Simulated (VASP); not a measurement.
# CdSe (F-43m) in VASP: notebook

CdSe is run at these levels: r2SCAN; tasks: single point.

Program: VASP 6.6.1. These are calculated values, not measurements. Logs are shortened: lines on timing, memory, paths and dates and some standing lists are left out, and cuts for length are marked.

## Step 1: The cell of the first run

It takes space group F-43m (No. 216, cubic). The conventional cell has a = 6.010 Å, b = 6.010 Å, c = 6.010 Å, α = 90.00°, β = 90.00°, γ = 90.00°. Cd (site symmetry -43m) has 4 Se at 2.60 Å within 3.4 Å. Within 3.4 Å of Se (site symmetry -43m) lie 4 Cd at 2.60 Å.

## Step 2: Single point, r2SCAN (27.14 Å³/atom)

File POSCAR:

```
CdSe
1.0
    0.0000000000      3.0051759267      3.0051759267
    3.0051759267      0.0000000000      3.0051759267
    3.0051759267      3.0051759267      0.0000000000
Cd Se
1 1
Direct
    0.0000000000      0.0000000000      0.0000000000
    0.7500000000      0.7500000000      0.7500000000
```

File INCAR.step1:

```
SYSTEM = CdSe
ALGO = Normal
EDIFF = 1E-5
ENCUT = 550
GGA = PE
GGA_COMPAT = .FALSE.
ISMEAR = 0
LASPH = .TRUE.
LCHARG = .FALSE.
LREAL = .FALSE.
LWAVE = .TRUE.
NBANDS = 16
NELM = 120
PREC = Accurate
SIGMA = 0.01
```

File INCAR.step2:

```
SYSTEM = CdSe
ALGO = Normal
EDIFF = 1E-6
ENCUT = 550
GGA_COMPAT = .FALSE.
ISIF = 2
ISMEAR = 0
ISTART = 1
LASPH = .TRUE.
LCHARG = .FALSE.
LMIXTAU = .TRUE.
LREAL = .FALSE.
LWAVE = .FALSE.
METAGGA = R2SCAN
NBANDS = 16
NELM = 120
PREC = Accurate
SIGMA = 0.01
```

File KPOINTS:

```
k-points
0
G
  6 6 6
  0 0 0
```

Potentials or basis: VASP PAW PBE potentials, release 64 (Cd, Se).

Command:

```
> cat potpaw_PBE.64/Cd/POTCAR potpaw_PBE.64/Se/POTCAR > POTCAR
> cp INCAR.step1 INCAR
> mpirun -np 1 vasp_std > vasp.out
> cp INCAR.step2 INCAR
> mpirun -np 1 vasp_std > vasp.out
```

OUTCAR:

```text
SYSTEM = CdSe
   EDIFF = 1E-6
   ENCUT = 550
   ISIF = 2
   ISMEAR = 0
   ISTART = 1
   LASPH = .TRUE.
   LREAL = .FALSE.
   METAGGA = R2SCAN
   NELM = 120
   PREC = Accurate

 ion  position               nearest neighbor table
   1  0.000  0.000  0.000-   2 2.60   2 2.60   2 2.60   2 2.60
   2  0.750  0.750  0.750-   1 2.60   1 2.60   1 2.60   1 2.60

  LATTYP: Found a face centered cubic cell.
 ALAT       =     6.0103518534

  Lattice vectors:

 A1 = (   0.0000000000,   3.0051759267,   3.0051759267)
 A2 = (   3.0051759267,   0.0000000000,   3.0051759267)
 A3 = (   3.0051759267,   3.0051759267,   0.0000000000)

Analysis of symmetry for initial positions (statically):
=====================================================================
 Subroutine PRICEL returns:
 Original cell was already a primitive cell.

 Routine SETGRP: Setting up the symmetry group for a
 face centered cubic supercell.

 Subroutine GETGRP returns: Found 24 space group operations
 (whereof 24 operations were pure point group operations)
 out of a pool of 48 trial point group operations.

The static configuration has the point symmetry T_d .

Analysis of symmetry for dynamics (positions and initial velocities):
=====================================================================
 Subroutine PRICEL returns:
 Original cell was already a primitive cell.

 Routine SETGRP: Setting up the symmetry group for a
 face centered cubic supercell.

 Subroutine GETGRP returns: Found 24 space group operations
 (whereof 24 operations were pure point group operations)
 out of a pool of 48 trial point group operations.

The dynamic configuration has the point symmetry T_d .

 Subroutine INISYM returns: Found 24 space group operations
 (whereof 24 operations are pure point group operations),
 and found     1 'primitive' translations

----------------------------------------------------------------------------------------

                                     Primitive cell

  volume of cell :      54.2800

  direct lattice vectors                    reciprocal lattice vectors
     0.000000000  3.005175927  3.005175927    -0.166379610  0.166379610  0.166379610
     3.005175927  0.000000000  3.005175927     0.166379610 -0.166379610  0.166379610
     3.005175927  3.005175927  0.000000000     0.166379610  0.166379610 -0.166379610

  length of vectors
     4.249960553  4.249960553  4.249960553     0.288177939  0.288177939  0.288177939

  position of ions in fractional coordinates (direct lattice)
     0.000000000  0.000000000  0.000000000
     0.750000000  0.750000000  0.750000000

  ion indices of the primitive-cell ions
   primitive index   ion index
                 1           1
                 2           2

----------------------------------------------------------------------------------------

 KPOINTS: k-points

Automatic generation of k-mesh.
 Grid dimensions read from file:
 generate k-points for:    6    6    6

 Generating k-lattice:

  Cartesian coordinates                     Fractional coordinates (reciprocal lattice)
    -0.027729935  0.027729935  0.027729935     0.166666667  0.000000000  0.000000000
     0.027729935 -0.027729935  0.027729935     0.000000000  0.166666667  0.000000000
     0.027729935  0.027729935 -0.027729935     0.000000000  0.000000000  0.166666667

  Length of vectors
     0.048029656  0.048029656  0.048029656

  Shift w.r.t. Gamma in fractional coordinates (k-lattice)
     0.000000000  0.000000000  0.000000000

 Subroutine IBZKPT returns following result:
 ===========================================

 Found     16 irreducible k-points:

 Following reciprocal coordinates:
            Coordinates               Weight
  0.000000  0.000000  0.000000      1.000000
  0.166667  0.000000  0.000000      8.000000
  0.333333  0.000000  0.000000      8.000000
  0.500000  0.000000  0.000000      4.000000
  0.166667  0.166667  0.000000      6.000000
  0.333333  0.166667  0.000000     24.000000
[... 8 lines left out ...]
 -0.333333  0.333333  0.166667     24.000000
 -0.333333  0.500000  0.166667     12.000000
   k-points           NKPTS =     16   k-points in BZ     NKDIM =     16   number of bands    NBANDS=     16
   number of dos      NEDOS =    301   number of ions     NIONS =      2
   total plane-waves  NPLWV =  46656
   dimension x,y,z NGX =    36 NGY =   36 NGZ =   36
   dimension x,y,z NGXF=    72 NGYF=   72 NGZF=   72
   ions per type =               1   1
   NGX,Y,Z   is equivalent  to a cutoff of  14.08, 14.08, 14.08 a.u.
   NGXF,Y,Z  is equivalent  to a cutoff of  28.16, 28.16, 28.16 a.u.
 SYSTEM =  CdSe
   PREC   = accura    normal or accurate (medium, high low for compatibility)
   ISTART =      1    job   : 0-new  1-cont  2-samecut
   ICHARG =      0    charge: 1-file 2-atom 10-const
   ISPIN  =      1    spin polarized calculation?
   LNONCOLLINEAR =      F non collinear calculations
   LSORBIT =      F    spin-orbit coupling
   LASPH  =      T    aspherical Exc in radial PAW
   ENCUT  =  550.0 eV  40.42 Ry    6.36 a.u.   8.13  8.13  8.13*2*pi/ulx,y,z
   NELM   =    120;   NELMIN=  2; NELMDL=  0     # of ELM steps
   EDIFF  = 0.1E-05   stopping-criterion for ELM
   LREAL  =      F    real-space projection
   EDIFFG = 0.1E-04   stopping-criterion for IOM
   NSW    =      0    number of steps for IOM
   IBRION =     -1    ionic relax: 0-MD 1-quasi-New 2-CG
   NFREE  =      0    steps in history (QN), initial steepest desc. (CG)
   ISIF   =      2    stress and relaxation
   ISYM   =      2    0-nonsym 1-usesym 2-fastsym
   POTIM  = 0.5000    time-step for ionic-motion
   TEBEG  =    0.0;   TEEND  =   0.0 temperature during run
   PSTRESS=    0.0 pullay stress
   NELECT =      18.0000    total number of electrons
   NUPDOWN=      -1.0000    fix difference up-down
   EMIN   =  10.00;   EMAX   =-10.00  energy-range for DOS
   EFERMI =   0.00;   METHOD = LEGACY
   ISMEAR =     0;   SIGMA  =   0.01  broadening in eV -4-tet -1-fermi 0-gaus
   EFERMI_NEDOS =   21; number of points for ismear=-14 and -15
   IALGO  =     38    algorithm
   IMIX   =      4    mixing-type and parameters
     AMIX     =   0.40;   BMIX     =  1.00
     AMIX_MAG =   1.60;   BMIX_MAG =  1.00
  volume/ion in A,a.u.               =      27.14       183.15
  Fermi-wavevector in a.u.,A,eV,Ry     =   1.133146  2.141335 17.470142  1.284019
  Thomas-Fermi vector in A             =   2.269848
   LORBIT       =      0    0 simple, 1 ext, 2 COOP (PROOUT), +10 PAW based schemes
   METAGGA = R2SCAN    functional components
   LHFCALC =     F    Hartree Fock is set to
   AEXX    =    0.0000 exact exchange contribution
   IVDW    =     0    specifies the selected vdW correction
   LEPSILON=     F    determine dielectric tensor
   LRPA    =     F    only Hartree local field effects (RPA)
 non-spin polarized calculation
 Gauss-broadening in eV      SIGMA  =   0.01
  energy-cutoff  :      550.00
  volume of cell :       54.28
 maximum number of plane-waves:      1639
 NGX is ok and might be reduce to    36
   NGX = 17   NGY = 17   NGZ = 17

 number of electron      18.0000003 magnetization

 Free energy of the ion-electron system (eV)
  ---------------------------------------------------
  ext. energy  EPLUGINS =         0.00000000
  ---------------------------------------------------
  free energy    TOTEN  =       -35.87046397 eV

  energy without entropy =      -35.87046397  energy(sigma->0) =      -35.87046397

 E-fermi :   1.0433     XC(G=0):  -9.6003

 val. band max:        0.9395623750   @ k =   0.0000   0.0000   0.0000
 cond. band min:       2.1050356983   @ k =   0.0000   0.0000   0.0000
 fundamental gap:      1.1654733233
 Fermi energy:         1.0433482884

 k-point     1 :       0.0000    0.0000    0.0000
  band No.  band energies     occupation
      1     -12.2975      2.00000
      2      -7.3574      2.00000
      3      -7.3574      2.00000
      4      -7.3574      2.00000
      5      -6.9114      2.00000
      6      -6.9114      2.00000
[... 8 lines left out ...]
     15      12.6726      0.00000
     16      12.6726      0.00000

 k-point     2 :       0.1667    0.0000    0.0000
  band No.  band energies     occupation
      1     -12.1956      2.00000
      2      -7.3238      2.00000
      3      -7.3238      2.00000
      4      -7.2583      2.00000
      5      -6.9123      2.00000
      6      -6.9123      2.00000
[... 8 lines left out ...]
     15      11.6236      0.00000
     16      12.0780      0.00000

 k-point     3 :       0.3333    0.0000    0.0000
  band No.  band energies     occupation
      1     -11.9885      2.00000
      2      -7.2671      2.00000
      3      -7.2671      2.00000
      4      -6.9125      2.00000
      5      -6.9001      2.00000
      6      -6.9001      2.00000
[... 8 lines left out ...]
     15      12.1415      0.00000
     16      12.1415      0.00000

 k-point     4 :       0.5000    0.0000    0.0000
  band No.  band energies     occupation
      1     -11.8840      2.00000
      2      -7.2461      2.00000
      3      -7.2461      2.00000
      4      -6.8847      2.00000
      5      -6.8847      2.00000
      6      -6.5779      2.00000
[... 8 lines left out ...]
     15      13.8801      0.00000
     16      13.8801      0.00000
[... 172 lines left out ...]
 k-point    14 :       0.5000    0.3333    0.1667
  band No.  band energies     occupation
      1     -11.8547      2.00000
      2      -7.1854      2.00000
      3      -7.1761      2.00000
      4      -6.9939      2.00000
      5      -6.8812      2.00000
      6      -6.6502      2.00000
[... 8 lines left out ...]
     15      13.9740      0.00000
     16      14.8771      0.00000

 k-point    15 :      -0.3333    0.3333    0.1667
  band No.  band energies     occupation
      1     -11.7875      2.00000
      2      -7.1754      2.00000
      3      -7.1455      2.00000
      4      -6.9486      2.00000
      5      -6.8996      2.00000
      6      -6.4239      2.00000
[... 8 lines left out ...]
     15      13.6278      0.00000
     16      14.8223      0.00000

 k-point    16 :      -0.3333    0.5000    0.1667
  band No.  band energies     occupation
      1     -11.7547      2.00000
      2      -7.1385      2.00000
      3      -7.1104      2.00000
      4      -6.9878      2.00000
      5      -6.8802      2.00000
      6      -6.3924      2.00000
[... 8 lines left out ...]
     15      14.6059      0.00000
     16      14.7635      0.00000

------------------------ aborting loop because EDIFF is reached ----------------------------------------

  FORCE on cell =-STRESS in cart. coord.  units (eV):
  Direction    XX          YY          ZZ          XY          YZ          ZX
  --------------------------------------------------------------------------------------
  -------------------------------------------------------------------------------------
  Total        1.3273794      1.3273794      1.3273794     -0.0000000      0.0000000      0.0000000
  in kB       39.1801367     39.1801367     39.1801367     -0.0000000      0.0000000      0.0000000
  external PRESSURE =      39.1801367 kB  Pullay stress =       0.0000000 kB

 VOLUME and BASIS-vectors are now :
 -----------------------------------------------------------------------------
  energy-cutoff  :      550.00
  volume of cell :       54.28
      direct lattice vectors                 reciprocal lattice vectors
     0.000000000  3.005175927  3.005175927    -0.166379610  0.166379610  0.166379610
     3.005175927  0.000000000  3.005175927     0.166379610 -0.166379610  0.166379610
     3.005175927  3.005175927  0.000000000     0.166379610  0.166379610 -0.166379610

 POSITION                                       TOTAL-FORCE (eV/Angst)
 -----------------------------------------------------------------------------------
      0.00000      0.00000      0.00000         0.000000     -0.000000      0.000000
      4.50776      4.50776      4.50776        -0.000000      0.000000     -0.000000
 -----------------------------------------------------------------------------------
    total drift:                               -0.000000     -0.000000     -0.000000

  FREE ENERGIE OF THE ION-ELECTRON SYSTEM (eV)
  ---------------------------------------------------
  free  energy   TOTEN  =       -35.8704639684 eV

  energy  without entropy=      -35.8704639684  energy(sigma->0) =      -35.87046397
```

It took 34 s on 1 thread of Intel Xeon 6975P-C (Granite Rapids), shared host; peak memory 0.22 GiB.

What came out:

| Item | Value |
| --- | --- |
| Free energy | -35.8705 eV |
| Pressure | 3.9 GPa |
| Band gap on the k mesh | 1.17 eV |

Levels at points of the mesh, in eV from the valence-band top:
```
           k point  band 7  band 8  band 9  band 10  band 11  band 12
(0.00, 0.00, 0.00)    0.00    0.00    0.00     1.17     6.47     6.47
(0.50, 0.00, 0.00)   -4.65   -0.81   -0.81     2.91     6.93     6.93
(0.50, 0.50, 0.00)   -4.26   -2.02   -2.02     3.39     4.18     9.90
```

Caveat: the cell stands under pressure; the PAW data sets were made with another functional, which shifts forces and pressure a little.

## Step 3: Single point, r2SCAN (28.01 Å³/atom)

This run uses another cell than the first one, of 28.01 Å³/atom.

File POSCAR:

```
CdSe
1.0
    0.0000000000      3.0368116824      3.0368116824
    3.0368116824      0.0000000000      3.0368116824
    3.0368116824      3.0368116824      0.0000000000
Cd Se
1 1
Direct
    0.0000000000      0.0000000000      0.0000000000
    0.7500000000      0.7500000000      0.7500000000
```

File INCAR.step1:

```
PREC = Accurate ; ENCUT = 550
ISMEAR = 0 ; SIGMA = 0.01
LREAL = False ; LASPH = True
NELM = 120 ; NBANDS = 16
GGA = PE ; ALGO = Normal
EDIFF = 1E-5 ; LWAVE = True
LCHARG = False ; GGA_COMPAT = False
```

File INCAR.step2:

```
PREC = Accurate ; ENCUT = 550
EDIFF = 1E-6 ; ISMEAR = 0
SIGMA = 0.01 ; LREAL = False
LASPH = True ; NELM = 120
ALGO = Normal ; ISIF = 2
LWAVE = False ; LCHARG = False
METAGGA = R2SCAN ; LMIXTAU = True
NBANDS = 16 ; ISTART = 1
GGA_COMPAT = False
```

File KPOINTS:

```
regular mesh
0
Gamma
  6 6 6
```

Potentials or basis: VASP PAW PBE potentials, release 64 (Cd, Se).

Command:

```
> cat potpaw_PBE.64/Cd/POTCAR potpaw_PBE.64/Se/POTCAR > POTCAR
> cp INCAR.step1 INCAR
> mpirun -np 1 vasp_std > vasp.out
> cp INCAR.step2 INCAR
> mpirun -np 1 vasp_std > vasp.out
```

Run time: 34 s. Hardware: 1 thread of Intel Xeon 6975P-C (Granite Rapids), shared host; peak memory 0.21 GiB.

The run converged. Its results:

| Item | Value |
| --- | --- |
| Free energy | -35.9019 eV |
| Pressure | 1.9 GPa |
| Band gap on the k mesh | 1.09 eV |

Levels at points of the mesh, in eV from the valence-band top:
```csv
k point,band 5,band 6,band 7,band 8,band 9,band 10,band 11,band 12,band 13,band 14
"(0.00, 0.00, 0.00)",-7.78,-7.78,0.00,0.00,0.00,1.09,6.47,6.47,6.47,10.35
"(0.50, 0.00, 0.00)",-7.75,-7.47,-4.45,-0.77,-0.77,2.87,6.93,6.93,7.83,10.61
"(0.50, 0.50, 0.00)",-7.71,-7.40,-4.11,-1.90,-1.90,3.45,4.16,9.72,10.99,10.99
```

Caveat: the PAW data sets were made with another functional, which shifts forces and pressure a little.

## Step 4: Single point, r2SCAN

This run uses another cell than the first one, of 28.87 Å³/atom.

File POSCAR:

```
CdSe
1.0
    0.0000000000      3.0678016971      3.0678016971
    3.0678016971      0.0000000000      3.0678016971
    3.0678016971      3.0678016971      0.0000000000
Cd Se
1 1
Direct
    0.0000000000      0.0000000000      0.0000000000
    0.7500000000      0.7500000000      0.7500000000
```

File INCAR.step1:

```
SYSTEM = CdSe
PREC = Accurate
ENCUT = 550
ISMEAR = 0
SIGMA = 0.01
LREAL = .False.
LASPH = .True.
NELM = 120
NBANDS = 16
GGA = PE
ALGO = Normal
EDIFF = 1E-5
LWAVE = .True.
LCHARG = .False.
GGA_COMPAT = .False.
```

File INCAR.step2:

```
SYSTEM = CdSe
PREC = Accurate
ENCUT = 550
EDIFF = 1E-6
ISMEAR = 0
SIGMA = 0.01
LREAL = .False.
LASPH = .True.
NELM = 120
ALGO = Normal
ISIF = 2
LWAVE = .False.
LCHARG = .False.
METAGGA = R2SCAN
LMIXTAU = .True.
NBANDS = 16
ISTART = 1
GGA_COMPAT = .False.
```

File KPOINTS:

```
Automatic mesh
0
Gamma
  6 6 6
  0 0 0
```

Command:

```
> cat potpaw_PBE.64/Cd/POTCAR potpaw_PBE.64/Se/POTCAR > POTCAR
> cp INCAR.step1 INCAR
> mpirun -np 1 vasp_std > vasp.out
> cp INCAR.step2 INCAR
> mpirun -np 1 vasp_std > vasp.out
```

Run time: 34 s. Hardware: 1 thread of Intel Xeon 6975P-C (Granite Rapids), shared host; peak memory 0.21 GiB.

It converged, with:

```
Free energy            : -35.9131 eV
Pressure               : 0.2 GPa
Band gap on the k mesh : 1.03 eV
```

Levels at points of the mesh, in eV from the valence-band top:
```tsv
k point	band 7	band 8	band 9	band 10	band 11	band 12
(0.00, 0.00, 0.00)	0.00	0.00	0.00	1.03	6.47	6.47
(0.50, 0.00, 0.00)	-4.27	-0.72	-0.72	2.82	6.92	6.92
(0.50, 0.50, 0.00)	-3.97	-1.80	-1.80	3.50	4.13	9.56
```

Caveat: the PAW data sets were made with another functional, which shifts forces and pressure a little.

## Step 5: Single point, r2SCAN (29.74 Å³/atom)

This run uses another cell than the first one, of 29.74 Å³/atom.

File POSCAR:

```
CdSe
1.0
    0.0000000000      3.0981779468      3.0981779468
    3.0981779468      0.0000000000      3.0981779468
    3.0981779468      3.0981779468      0.0000000000
Cd Se
1 1
Direct
    0.0000000000      0.0000000000      0.0000000000
    0.7500000000      0.7500000000      0.7500000000
```

File INCAR.step1:

```
SYSTEM = CdSe
PREC     = Accurate       ! precision mode
ENCUT    = 550            ! plane-wave cutoff, eV
ISMEAR   = 0              ! smearing method
SIGMA    = 0.01           ! smearing width, eV
LREAL    = .FALSE.        ! projectors in reciprocal space
LASPH    = .TRUE.         ! aspherical terms in the spheres
NELM     = 120            ! most SCF steps
NBANDS   = 16             ! bands
GGA      = PE             ! functional
ALGO     = Normal         ! electronic algorithm
EDIFF    = 1E-5           ! SCF threshold, eV
LWAVE    = .TRUE.         ! write WAVECAR
LCHARG   = .FALSE.        ! write CHGCAR
GGA_COMPAT= .FALSE.
```

File INCAR.step2:

```
SYSTEM = CdSe
PREC     = Accurate       ! precision mode
ENCUT    = 550            ! plane-wave cutoff, eV
EDIFF    = 1E-6           ! SCF threshold, eV
ISMEAR   = 0              ! smearing method
SIGMA    = 0.01           ! smearing width, eV
LREAL    = .FALSE.        ! projectors in reciprocal space
LASPH    = .TRUE.         ! aspherical terms in the spheres
NELM     = 120            ! most SCF steps
ALGO     = Normal         ! electronic algorithm
ISIF     = 2              ! what is computed and relaxed
LWAVE    = .FALSE.        ! write WAVECAR
LCHARG   = .TRUE.         ! write CHGCAR
METAGGA  = R2SCAN         ! meta-GGA
LMIXTAU  = .TRUE.       
LELF     = .TRUE.         ! ELF
LVHAR    = .TRUE.       
NBANDS   = 16             ! bands
ISTART   = 1            
GGA_COMPAT= .FALSE.
```

File KPOINTS:

```
regular mesh
0
G
  6 6 6
  0 0 0
```

Command:

```
> cat potpaw_PBE.64/Cd/POTCAR potpaw_PBE.64/Se/POTCAR > POTCAR
> cp INCAR.step1 INCAR
> mpirun -np 1 vasp_std > vasp.out
> cp INCAR.step2 INCAR
> mpirun -np 1 vasp_std > vasp.out
```

Wall time 36 s (1 thread of Intel Xeon 6975P-C (Granite Rapids), shared host); peak memory 0.21 GiB.

The run converged. Its results:

| Quantity | Value |
| --- | --- |
| Free energy | -35.9073 eV |
| Pressure | -1.3 GPa |
| Band gap on the k mesh | 0.96 eV |

Levels at points of the mesh, in eV from the valence-band top:
| k point | band 6 | band 7 | band 8 | band 9 | band 10 | band 11 | band 12 | band 13 |
| --- | --- | --- | --- | --- | --- | --- | --- | --- |
| (0.00, 0.00, 0.00) | -7.66 | 0.00 | 0.00 | 0.00 | 0.96 | 6.46 | 6.46 | 6.46 |
| (0.50, 0.00, 0.00) | -7.40 | -4.10 | -0.68 | -0.68 | 2.78 | 6.91 | 6.91 | 7.64 |
| (0.50, 0.50, 0.00) | -7.33 | -3.83 | -1.70 | -1.70 | 3.55 | 4.09 | 9.41 | 10.62 |

Caveat: the PAW data sets were made with another functional, which shifts forces and pressure a little.

(Continued in part 2 of 2.)
